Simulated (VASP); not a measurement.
Set up this calculation in VASP 6.6.1, as the native input.

```yaml
Task: relaxation of the atoms
Functional: PBEsol
Potentials_or_basis: VASP PAW PBE potentials, release 64 (Sn_d, Se)
Cutoff: 520 eV
k_mesh: 5 × 5 × 5
Occupations: fermi-dirac, width 0.05 eV
Spin: no spin polarisation
Dipole_correction: no
Further_INCAR_settings: ALGO = Normal; EDIFF = 1e-06; IBRION = 2; EDIFFG = -0.01; NSW = 60
```

The structure of Sn3Se lies in POSCAR:

```
Sn3Se
1.0
    0.0000000000      3.6958066200      3.7331380000
    3.6958066200      0.0000000000      3.7331380000
    3.6958066200      3.6958066200      0.0000000000
Sn Se
3 1
Direct
    0.5000000000      0.5000000000      0.5000000000
    0.7500000000      0.7500000000      0.7500000000
    0.2500000000      0.2500000000      0.2500000000
    0.0000000000      0.0000000000      0.0000000000
```

One way to write it, as run:

INCAR

```
PREC = Accurate
ENCUT = 520
EDIFF = 1E-6
ISMEAR = -1
SIGMA = 0.05
LREAL = False
LASPH = True
NELM = 80
ALGO = Normal
ISIF = 2
LWAVE = False
LCHARG = False
GGA = PS
IBRION = 2
NSW = 60
EDIFFG = -0.01
```

KPOINTS

```
regular mesh
0
Gamma
  5 5 5
```

Potentials or basis: VASP PAW PBE potentials, release 64 (Sn_d, Se).

Run with:

```bash
$ cat potpaw_PBE.64/Sn_d/POTCAR potpaw_PBE.64/Se/POTCAR > POTCAR
$ mpirun -np 1 vasp_std > vasp.out
```

It gave:

* Pressure after relaxing: -2.1 GPa

Caveat: the relaxation stopped at its first step, so nothing moved; the PAW data sets were made with another functional, which shifts forces and pressure a little.

Run time: 89 s on 1 thread of Oxide Virtual Turin-like Processor (shared host), peak memory 0.21 GiB.
